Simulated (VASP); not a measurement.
# As2Se (I4/mmm) in VASP: a series of runs

As2Se is run at these levels: PBE; tasks: single point, relaxation of cell and atoms.

Everything below comes from runs of VASP 6.6.1. Logs are shortened: lines on timing, memory, paths and dates and some standing lists are left out, and cuts for length are marked.

## Step 1: The cell of the first run

The structure is tetragonal, space group I4/mmm (No. 139). Conventional cell: a = 3.793 Å, b = 3.793 Å, c = 9.303 Å, α = 90.00°, β = 90.00°, γ = 90.00°. As (site symmetry 4mm) has 5 Se at 2.60 to 3.37 Å and 4 As at 2.74 Å within 3.4 Å. Within 3.4 Å of Se (site symmetry 4/mmm) lie 10 As at 2.60 to 3.37 Å.

## Step 2: Single point, PBE

Contents of INCAR:

```
SYSTEM = As2Se
PREC = Accurate
ENCUT = 520
EDIFF = 1E-6
ISMEAR = 0
SIGMA = 0.1
LREAL = .False.
LASPH = .True.
NELM = 60
ALGO = Normal
ISIF = 2
LWAVE = .False.
LCHARG = .False.
GGA = PE
NBANDS = 15
```

Contents of KPOINTS:

```
Automatic mesh
0
Gamma
  6 6 6
  0 0 0
```

Contents of POSCAR:

```
As2Se
1.0
   -1.8964899087      1.8964899087      4.6512942527
    1.8964899087     -1.8964899087      4.6512942527
    1.8964899087      1.8964899087     -4.6512942527
As Se
2 1
Direct
    0.7200380788      0.7200380788      0.0000000000
    0.2799619212      0.2799619212      0.0000000000
    0.0000000000      0.0000000000      0.0000000000
```

Potentials or basis: VASP PAW PBE potentials, release 64 (As, Se).

Command:

```sh
cat potpaw_PBE.64/As/POTCAR potpaw_PBE.64/Se/POTCAR > POTCAR
mpirun -np 1 vasp_std > vasp.out
```

OUTCAR:

```text
SYSTEM = As2Se
   PREC = Accurate
   ENCUT = 520
   EDIFF = 1E-6
   ISMEAR = 0
   LREAL = .False.
   LASPH = .True.
   NELM = 60
   ISIF = 2
   GGA = PE

 ion  position               nearest neighbor table
   1  0.720  0.720  0.000-   3 2.60   2 2.74   2 2.74   2 2.74   2 2.74
   2  0.280  0.280  0.000-   3 2.60   1 2.74   1 2.74   1 2.74   1 2.74
   3  0.000  0.000  0.000-   1 2.60   2 2.60

  LATTYP: Found a body centered tetragonal cell.
 ALAT       =     3.7929798174
 C/A-ratio  =     2.4525805444

  Lattice vectors:

 A1 = (  -1.8964899087,   1.8964899087,   4.6512942527)
 A2 = (   1.8964899087,  -1.8964899087,   4.6512942527)
 A3 = (   1.8964899087,   1.8964899087,  -4.6512942527)

Analysis of symmetry for initial positions (statically):
=====================================================================
 Subroutine PRICEL returns:
 Original cell was already a primitive cell.

 Routine SETGRP: Setting up the symmetry group for a
 body centered tetragonal supercell.

 Subroutine GETGRP returns: Found 16 space group operations
 (whereof 16 operations were pure point group operations)
 out of a pool of 16 trial point group operations.

The static configuration has the point symmetry D_4h.

Analysis of symmetry for dynamics (positions and initial velocities):
=====================================================================
 Subroutine PRICEL returns:
 Original cell was already a primitive cell.

 Routine SETGRP: Setting up the symmetry group for a
 body centered tetragonal supercell.

 Subroutine GETGRP returns: Found 16 space group operations
 (whereof 16 operations were pure point group operations)
 out of a pool of 16 trial point group operations.

The dynamic configuration has the point symmetry D_4h.

 Subroutine INISYM returns: Found 16 space group operations
 (whereof 16 operations are pure point group operations),
 and found     1 'primitive' translations

----------------------------------------------------------------------------------------

                                     Primitive cell

  volume of cell :      66.9168

  direct lattice vectors                    reciprocal lattice vectors
    -1.896489909  1.896489909  4.651294253     0.000000000  0.263644957  0.107496962
     1.896489909 -1.896489909  4.651294253     0.263644957  0.000000000  0.107496962
     1.896489909  1.896489909 -4.651294253     0.263644957  0.263644957  0.000000000

  length of vectors
[... 83 lines left out ...]
   NELM   =     60;   NELMIN=  2; NELMDL= -5     # of ELM steps
   EDIFF  = 0.1E-05   stopping-criterion for ELM
   LREAL  =      F    real-space projection
[... 7 lines left out ...]
   TEBEG  =    0.0;   TEEND  =   0.0 temperature during run
   PSTRESS=    0.0 pullay stress
   NELECT =      16.0000    total number of electrons
   NUPDOWN=      -1.0000    fix difference up-down
   EMIN   =  10.00;   EMAX   =-10.00  energy-range for DOS
   EFERMI =   0.00;   METHOD = LEGACY
   ISMEAR =     0;   SIGMA  =   0.10  broadening in eV -4-tet -1-fermi 0-gaus
   EFERMI_NEDOS =   21; number of points for ismear=-14 and -15
   IALGO  =     38    algorithm
   IMIX   =      4    mixing-type and parameters
     AMIX     =   0.40;   BMIX     =  1.00
     AMIX_MAG =   1.60;   BMIX_MAG =  1.00
  volume/ion in A,a.u.               =      22.31       150.53
  Fermi-wavevector in a.u.,A,eV,Ry     =   1.016100  1.920151 14.047466  1.032460
  Thomas-Fermi vector in A             =   2.149424
   LORBIT       =      0    0 simple, 1 ext, 2 COOP (PROOUT), +10 PAW based schemes
   GGA     = PE    functional components
   LHFCALC =     F    Hartree Fock is set to
   AEXX    =    0.0000 exact exchange contribution
   IVDW    =     0    specifies the selected vdW correction
   LEPSILON=     F    determine dielectric tensor
   LRPA    =     F    only Hartree local field effects (RPA)
 non-spin polarized calculation
 Gauss-broadening in eV      SIGMA  =   0.10
  energy-cutoff  :      520.00
  volume of cell :       66.92
 maximum number of plane-waves:      1829
   NGX = 19   NGY = 19   NGZ = 19

 number of electron      16.0000001 magnetization

 Free energy of the ion-electron system (eV)
  ---------------------------------------------------
  ext. energy  EPLUGINS =         0.00000000
  ---------------------------------------------------
  free energy    TOTEN  =       -11.75194537 eV

  energy without entropy =      -11.73700831  energy(sigma->0) =      -11.74447684

 E-fermi :   4.5406     XC(G=0):  -9.9246

 val. band max:        4.5351718712   @ k =  -0.3333   0.5000   0.1667
 cond. band min:       4.5552493071   @ k =  -0.1667  -0.1667   0.1667
 fundamental gap:      0.0200774360
 Fermi energy:         4.5406137543

 k-point     1 :       0.0000    0.0000    0.0000
  band No.  band energies     occupation
      1     -10.3897      2.00000
      2      -6.2666      2.00000
      3      -2.7881      2.00000
      4      -1.3616      2.00000
      5       1.5223      2.00000
      6       1.5223      2.00000
      7       3.5721      2.00000
      8       3.5721      2.00000
      9       4.1155      2.00000
     10       8.5821      0.00000
     11       9.1727      0.00000
     12       9.1727      0.00000
     13       9.9294      0.00000
     14      11.0980      0.00000
[... 401 lines left out ...]
      2      -7.2491      2.00000
      3      -3.6538      2.00000
      4       0.0341      2.00000
      5       1.3996      2.00000
      6       1.6036      2.00000
      7       3.6228      2.00000
      8       4.4594      1.74938
      9       5.2453      0.00000
     10       7.6910      0.00000
     11       7.9564      0.00000
     12       8.1728      0.00000
     13       9.2602      0.00000
     14      12.4283      0.00000
     15      13.5800      0.00000

 [... further k-points ...]
[... 5 lines left out ...]
  --------------------------------------------------------------------------------------
  -------------------------------------------------------------------------------------
  Total        0.1121078      0.1121078      0.0288057      0.0000000      0.0000000      0.0000000
  in kB        2.6841785      2.6841785      0.6896894      0.0000000      0.0000000      0.0000000
  external PRESSURE =       2.0193488 kB  Pullay stress =       0.0000000 kB

 VOLUME and BASIS-vectors are now :
 -----------------------------------------------------------------------------
  energy-cutoff  :      520.00
  volume of cell :       66.92
      direct lattice vectors                 reciprocal lattice vectors
    -1.896489909  1.896489909  4.651294253     0.000000000  0.263644957  0.107496962
     1.896489909 -1.896489909  4.651294253     0.263644957  0.000000000  0.107496962
     1.896489909  1.896489909 -4.651294253     0.263644957  0.263644957  0.000000000

 POSITION                                       TOTAL-FORCE (eV/Angst)
 -----------------------------------------------------------------------------------
      0.00000      0.00000      6.69822        -0.000000     -0.000000      0.015998
      0.00000      0.00000      2.60437         0.000000      0.000000     -0.015998
      0.00000      0.00000      0.00000         0.000000      0.000000      0.000000
 -----------------------------------------------------------------------------------
    total drift:                               -0.000000     -0.000000      0.000000

  FREE ENERGIE OF THE ION-ELECTRON SYSTEM (eV)
  ---------------------------------------------------
  free  energy   TOTEN  =       -11.7519453660 eV

  energy  without entropy=      -11.7370083134  energy(sigma->0) =      -11.74447684
```

stdout:

```text
POSCAR found type information on POSCAR AsSe
 POSCAR found :  2 types and       3 ions
 scaLAPACK will be used
 LDA part: xc-table for (Slater+PW92), standard interpolation
 POSCAR, INCAR and KPOINTS ok, starting setup
 FFT: planning ... GRIDC
 FFT: planning ... GRID_SOFT
 FFT: planning ... GRID
 WAVECAR not read
 entering main loop
```

It took 31 s on 1 thread of Intel Xeon Platinum 8259CL at 2.50GHz (Skylake/Cascade Lake), shared host; peak memory 0.24 GiB.

What came out:

```yaml
Free_energy: -11.7519 eV
Pressure: 0.2 GPa
Largest_force: 0.016 eV/Å
Band_gap_on_the_k_mesh: zero (band 8 reaches 5.21 eV, above the bottom of band 9 at 3.72 eV)
```

Forces on the atoms (eV/Å):
```
As   0.000  0.000  0.016
As   0.000  0.000 -0.016
Se   0.000  0.000  0.000
```

Caveat: the k points lie up to 0.39 Å⁻¹ apart.

## Step 3: Relaxation of cell and atoms, PBE

This run uses another cell than the first one, of 21.66 Å³/atom, 0.971 times its volume.

Contents of INCAR:

```
PREC     = Accurate       # precision mode
ENCUT    = 600            # plane-wave cutoff, eV
EDIFF    = 1E-7           # SCF threshold, eV
ISMEAR   = 0              # smearing method
SIGMA    = 0.1            # smearing width, eV
LREAL    = False          # projectors in reciprocal space
LASPH    = True           # aspherical terms in the spheres
NELM     = 60             # most SCF steps
ALGO     = Normal         # electronic algorithm
ISIF     = 3              # what is computed and relaxed
LWAVE    = False          # write WAVECAR
LCHARG   = False          # write CHGCAR
GGA      = PE             # functional
IBRION   = 2              # ionic algorithm
NSW      = 90             # ionic steps
EDIFFG   = -0.04          # ionic threshold
```

Contents of KPOINTS:

```
Automatic mesh
0
Gamma
  6 6 6
```

Contents of POSCAR:

```
As2Se
1.0
   -1.8779940598      1.8779940598      4.6069541780
    1.8779940598     -1.8779940598      4.6069541780
    1.8779940598      1.8779940598     -4.6069541780
As Se
2 1
Direct
    0.6650000000      0.6650000000      0.0000000000
    0.3350000000      0.3350000000      0.0000000000
    0.0000000000      0.0000000000      0.0000000000
```

Potentials or basis: VASP PAW PBE potentials, release 64 (As, Se).

Command:

```sh
cat potpaw_PBE.64/As/POTCAR potpaw_PBE.64/Se/POTCAR > POTCAR
mpirun -np 1 vasp_std > vasp.out
```

It took 88 s on 1 thread of Intel Xeon Platinum 8259CL at 2.50GHz (Skylake/Cascade Lake), shared host; peak memory 0.28 GiB.

The run converged. Its results:

```yaml
Free_energy: -11.3695 eV
Relaxed_volume: 19.97 Å³/atom
Relaxed_cell: a = 5.150 Å, b = 5.150 Å, c = 5.150 Å, α = 138.25°, β = 138.25°, γ = 60.53°
Space_group_after_relaxing_to_0.05_Å: I4/mmm (No. 139)
Energy_gained_by_relaxing: 31.1 meV/atom
Ionic_steps: 3
Pressure_after_relaxing: 0.0 GPa
Band_gap_on_the_k_mesh: zero (band 8 reaches 7.04 eV, above the bottom of band 9 at 4.39 eV)
```

Forces in eV/Å, atoms in the order of the input:
```
As   0.000  0.000  0.002
As   0.000  0.000 -0.002
Se   0.000  0.000  0.000
```

Stress tensor (GPa, compression positive):
```
 0.08  0.00  0.00
 0.00  0.08  0.00
 0.00  0.00 -0.03
```

Step by step:
| step | energy change (eV) | largest force (eV/Å) | pressure (GPa) | volume (Å³) |
| --- | --- | --- | --- | --- |
| 1 | 0.0000 | 0.0161 | -5.23 | 64.99 |
| 2 | -0.0847 | 0.0302 | 1.92 | 58.56 |
| 3 | -0.0932 | 0.0020 | 0.04 | 59.92 |

Final structure:
```xyz
3
Lattice="-1.8352 1.8352 4.4480 1.8352 -1.8352 4.4480 1.8352 1.8352 -4.4480" Properties=species:S:1:pos:R:3 pbc="T T T"
As    0.0000    0.0000    5.9152
As    0.0000    0.0000    2.9807
Se    0.0000    0.0000    0.0000
```

Levels at points of the mesh, in eV from the Fermi level:
| k point | band 4 | band 5 | band 6 | band 7 | band 8 | band 9 | band 10 | band 11 | band 12 |
| --- | --- | --- | --- | --- | --- | --- | --- | --- | --- |
| (0.00, 0.00, 0.00) | -4.00 | -3.71 | -2.63 | -2.63 | -1.62 | -1.62 | 3.90 | 3.90 | 4.69 |
| (0.50, 0.00, 0.00) | -6.36 | -2.08 | -1.78 | -1.56 | -0.44 | 0.63 | 0.91 | 1.56 | 2.21 |
| (0.50, 0.50, 0.00) | -6.84 | -5.33 | -4.66 | -3.14 | -2.55 | -0.19 | 0.50 | 3.27 | 4.71 |
| (0.50, 0.50, 0.50) | -3.89 | -3.89 | -0.63 | 0.21 | 1.02 | 1.62 | 1.62 | 2.67 | 2.67 |

Caveat: the k points lie up to 0.40 Å⁻¹ apart in the final cell.
